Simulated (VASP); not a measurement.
# C (P6_3/mmc) in VASP: single point with HSE06

Aim: the single point of C with HSE06.

Everything below comes from runs of VASP 6.6.1. Logs are shortened: lines on timing, memory, paths and dates and some standing lists are left out, and cuts for length are marked.

### Step 1. The cell of the first run

The structure is hexagonal, space group P6_3/mmc (No. 194). Conventional cell: a = 2.461 Å, b = 2.461 Å, c = 4.163 Å, α = 90.00°, β = 90.00°, γ = 120.00°. C (site symmetry 3m) has 4 C at 1.51 to 1.56 Å within 2.0 Å.

### Step 2. Single point, HSE06

Input file POSCAR:

```
C
1.0
    2.4613721845      0.0000000000      0.0000000000
   -1.2306860922      2.1316108399      0.0000000000
    0.0000000000      0.0000000000      4.1628418349
C
4
Direct
    0.3333333333      0.6666666667      0.0000602341
    0.6666666667      0.3333333333      0.5000602341
    0.3333333333      0.6666666667      0.3739397659
    0.6666666667      0.3333333333      0.8739397659
```

Input file INCAR.step1:

```
SYSTEM = C
PREC     = Accurate       ! precision mode
ENCUT    = 520            ! plane-wave cutoff, eV
EDIFF    = 1E-5           ! SCF threshold, eV
ISMEAR   = 0              ! smearing method
SIGMA    = 0.01           ! smearing width, eV
LREAL    = .False.        ! projectors in reciprocal space
LASPH    = .True.         ! aspherical terms in the spheres
NELM     = 120            ! most SCF steps
ALGO     = Normal         ! electronic algorithm
ISIF     = 2              ! what is computed and relaxed
LWAVE    = .True.         ! write WAVECAR
LCHARG   = .False.        ! write CHGCAR
NBANDS   = 16             ! bands
GGA      = PE             ! functional
GGA_COMPAT= .False.
```

Input file INCAR.step2:

```
SYSTEM = C
PREC     = Accurate       ! precision mode
ENCUT    = 520            ! plane-wave cutoff, eV
EDIFF    = 1E-6           ! SCF threshold, eV
ISMEAR   = 0              ! smearing method
SIGMA    = 0.01           ! smearing width, eV
LREAL    = .False.        ! projectors in reciprocal space
LASPH    = .True.         ! aspherical terms in the spheres
NELM     = 120            ! most SCF steps
ALGO     = Normal         ! electronic algorithm
ISIF     = 2              ! what is computed and relaxed
LWAVE    = .False.        ! write WAVECAR
LCHARG   = .False.        ! write CHGCAR
GGA      = PE             ! functional
LHFCALC  = .True.         ! exact exchange
HFSCREEN = 0.2079         ! screening, 1/A
PRECFOCK = Normal       
NBANDS   = 16             ! bands
ISTART   = 1            
GGA_COMPAT= .False.
```

Input file KPOINTS:

```
Automatic mesh
0
Gamma
  9 9 4
  0 0 0
```

Potentials or basis: VASP PAW PBE potentials, release 64 (C).

Launch:

```console
cat potpaw_PBE.64/C/POTCAR > POTCAR
cp INCAR.step1 INCAR
mpirun -np 1 vasp_std > vasp.out
cp INCAR.step2 INCAR
mpirun -np 1 vasp_std > vasp.out
```

OUTCAR:

```text
SYSTEM = C
   PREC = Accurate
   ENCUT = 520
   EDIFF = 1E-6
   ISMEAR = 0
   LREAL = .False.
   LASPH = .True.
   NELM = 120
   ISIF = 2
   GGA = PE
   LHFCALC = .True.
   HFSCREEN = 0.2079
   PRECFOCK = Normal
   ISTART = 1

 ion  position               nearest neighbor table
   1  0.333  0.667  0.000-   4 1.51   4 1.51   4 1.51   3 1.56
   2  0.667  0.333  0.500-   3 1.51   3 1.51   3 1.51   4 1.56
   3  0.333  0.667  0.374-   2 1.51   2 1.51   2 1.51   1 1.56
   4  0.667  0.333  0.874-   1 1.51   1 1.51   1 1.51   2 1.56

  LATTYP: Found a hexagonal cell.
 ALAT       =     2.4613721845
 C/A-ratio  =     1.6912687407

  Lattice vectors:

 A1 = (   2.4613721845,   0.0000000000,   0.0000000000)
 A2 = (  -1.2306860922,   2.1316108399,   0.0000000000)
 A3 = (   0.0000000000,   0.0000000000,   4.1628418349)

Analysis of symmetry for initial positions (statically):
=====================================================================
 Subroutine PRICEL returns:
 Original cell was already a primitive cell.

 Routine SETGRP: Setting up the symmetry group for a
 hexagonal supercell.

 Subroutine GETGRP returns: Found 24 space group operations
 (whereof  6 operations were pure point group operations)
 out of a pool of 24 trial point group operations.

The static configuration has the point symmetry C_3v.
 The point group associated with its full space group is D_6h.

Analysis of symmetry for dynamics (positions and initial velocities):
=====================================================================
 Subroutine PRICEL returns:
 Original cell was already a primitive cell.

 Routine SETGRP: Setting up the symmetry group for a
 hexagonal supercell.

 Subroutine GETGRP returns: Found 24 space group operations
 (whereof  6 operations were pure point group operations)
 out of a pool of 24 trial point group operations.

The dynamic configuration has the point symmetry C_3v.
 The point group associated with its full space group is D_6h.

 Subroutine INISYM returns: Found 24 space group operations
 (whereof  6 operations are pure point group operations),
 and found     1 'primitive' translations

----------------------------------------------------------------------------------------

[... 103 lines left out ...]
   ISYM   =      3    0-nonsym 1-usesym 2-fastsym
   POTIM  = 0.5000    time-step for ionic-motion
   TEBEG  =    0.0;   TEEND  =   0.0 temperature during run
   PSTRESS=    0.0 pullay stress
   NELECT =      16.0000    total number of electrons
   NUPDOWN=      -1.0000    fix difference up-down
   EMIN   =  10.00;   EMAX   =-10.00  energy-range for DOS
   EFERMI =   0.00;   METHOD = LEGACY
   ISMEAR =     0;   SIGMA  =   0.01  broadening in eV -4-tet -1-fermi 0-gaus
   EFERMI_NEDOS =   21; number of points for ismear=-14 and -15
   IALGO  =     38    algorithm
   IMIX   =      1    mixing-type and parameters
     AMIX     =   0.40;   BMIX     =  1.00
     AMIX_MAG =   1.60;   BMIX_MAG =  1.00
  volume/ion in A,a.u.               =       5.46        36.85
  Fermi-wavevector in a.u.,A,eV,Ry     =   1.475785  2.788829 29.632695  2.177942
  Thomas-Fermi vector in A             =   2.590392
   LORBIT       =      0    0 simple, 1 ext, 2 COOP (PROOUT), +10 PAW based schemes
   GGA     = PE    functional components
   LHFCALC =     T    Hartree Fock is set to
   PRECFOCK=normal    Normal, Fast or Accurate (Low or Medium for compatibility)
   ENCUT4O =  -1.0   cutoff for four orbital integrals eV
   NKREDX  =     1    reduce k-point grid by
   NKREDY  =     1    reduce k-point grid by
   NKREDZ  =     1    reduce k-point grid by
   AEXX    =    0.2500 exact exchange contribution
   HFSCREEN=    0.2079 screening length (either q_TF or 0.3 A-1)
   HFSCREENC=   0.2079 screening length for correlation (either q_TF or 0.3 A-1)
   ENCUTFOCK=  -1.0 apply spherical cutoff to Coloumb kernel
   IVDW    =     0    specifies the selected vdW correction
   LEPSILON=     F    determine dielectric tensor
   LRPA    =     F    only Hartree local field effects (RPA)
 non-spin polarized calculation
 Gauss-broadening in eV      SIGMA  =   0.01
  energy-cutoff  :      520.00
  volume of cell :       21.84
 maximum number of plane-waves:       608
  NGX = 14; NGY = 14; NGZ = 24

 number of electron      15.9999994 magnetization

 Free energy of the ion-electron system (eV)
  ---------------------------------------------------
  ext. energy  EPLUGINS =         0.00000000
  ---------------------------------------------------
  free energy    TOTEN  =       -41.96102453 eV

  energy without entropy =      -41.96102453  energy(sigma->0) =      -41.96102453

 E-fermi :  10.0946     XC(G=0): -10.9653

 val. band max:        9.9960035353   @ k =   0.0000   0.0000   0.0000
 cond. band min:      14.1628074807   @ k =   0.3333   0.3333   0.0000
 fundamental gap:      4.1668039454
 Fermi energy:        10.0946442790

 k-point     1 :       0.0000    0.0000    0.0000
  band No.  band energies     occupation
      1     -14.4405      2.00000
      2      -8.4606      2.00000
      3      -5.4268      2.00000
      4       6.6838      2.00000
      5       6.6838      2.00000
      6       9.4153      2.00000
[... 433 lines left out ...]
      3      -2.6053      2.00000
      4      -2.6053      2.00000
      5      -2.0572      2.00000
      6       0.9358      2.00000
[... 8 lines left out ...]
     15      28.4591      0.00000
     16      28.4591      0.00000

 [... further k-points ...]

------------------------ aborting loop because EDIFF is reached ----------------------------------------

  FORCE on cell =-STRESS in cart. coord.  units (eV):
  Direction    XX          YY          ZZ          XY          YZ          ZX
  --------------------------------------------------------------------------------------
  -------------------------------------------------------------------------------------
  Total        2.7071410      2.7071410     -0.4571135      0.0000000      0.0000000     -0.0000000
  in kB      198.5849519    198.5849519    -33.5320030      0.0000000      0.0000000     -0.0000000
  external PRESSURE =     121.2126336 kB  Pullay stress =       0.0000000 kB

 VOLUME and BASIS-vectors are now :
 -----------------------------------------------------------------------------
  energy-cutoff  :      520.00
  volume of cell :       21.84
      direct lattice vectors                 reciprocal lattice vectors
     2.461372185  0.000000000  0.000000000     0.406277444  0.234564392  0.000000000
    -1.230686092  2.131610840  0.000000000     0.000000000  0.469128783  0.000000000
     0.000000000  0.000000000  4.162841835     0.000000000  0.000000000  0.240220513

 POSITION                                       TOTAL-FORCE (eV/Angst)
 -----------------------------------------------------------------------------------
     -0.00000      1.42107      0.00025        -0.000000      0.000000     -0.022391
      1.23069      0.71054      2.08167         0.000000     -0.000000     -0.022391
     -0.00000      1.42107      1.55665        -0.000000      0.000000      0.022391
      1.23069      0.71054      3.63807         0.000000     -0.000000      0.022391
 -----------------------------------------------------------------------------------
    total drift:                                0.000000      0.000000     -0.000000

  FREE ENERGIE OF THE ION-ELECTRON SYSTEM (eV)
  ---------------------------------------------------
  free  energy   TOTEN  =       -41.9610245307 eV

  energy  without entropy=      -41.9610245307  energy(sigma->0) =      -41.96102453
```

OUTCAR.step1:

```text
SYSTEM = C
   PREC = Accurate
   ENCUT = 520
   EDIFF = 1E-5
   ISMEAR = 0
   LREAL = .False.
[... 688 lines left out ...]
      1.23069      0.71054      2.08167        -0.000000      0.000000      0.001855
     -0.00000      1.42107      1.55665         0.000000     -0.000000     -0.001855
      1.23069      0.71054      3.63807        -0.000000      0.000000     -0.001855
 -----------------------------------------------------------------------------------
    total drift:                               -0.000000      0.000000      0.000002

  FREE ENERGIE OF THE ION-ELECTRON SYSTEM (eV)
  ---------------------------------------------------
  free  energy   TOTEN  =       -36.1879710017 eV

  energy  without entropy=      -36.1879710017  energy(sigma->0) =      -36.18797100
```

Run time: 46 min. Hardware: 1 thread of Intel Xeon 8259CL, shared host; peak memory 0.24 GiB.

What came out:

```yaml
Free_energy: -41.9610 eV
Pressure: 12.1 GPa
Largest_force: 0.022 eV/Å
Band_gap_on_the_k_mesh: 4.17 eV (least direct gap 6.37 eV)
```

Forces on the atoms (eV/Å):
```
C    0.000  0.000 -0.022
C    0.000  0.000 -0.022
C    0.000  0.000  0.022
C    0.000  0.000  0.022
```

Levels at points of the mesh, in eV from the valence-band top:
```
           k point  band 4  band 5  band 6  band 7  band 8  band 9  band 10  band 11  band 12  band 13
(0.00, 0.00, 0.00)   -3.31   -3.31   -0.58    0.00    0.00    6.37     6.57     6.57    10.53    11.47
(0.00, 0.00, 0.50)   -8.11   -1.97   -1.97   -1.97   -1.97    9.00     9.00     9.00     9.00     9.67
```

Caveat: the stress differs along the axes, from -3 to 20 GPa; the PAW data sets were made with another functional, which shifts forces and pressure a little. A k mesh can miss the band edges.
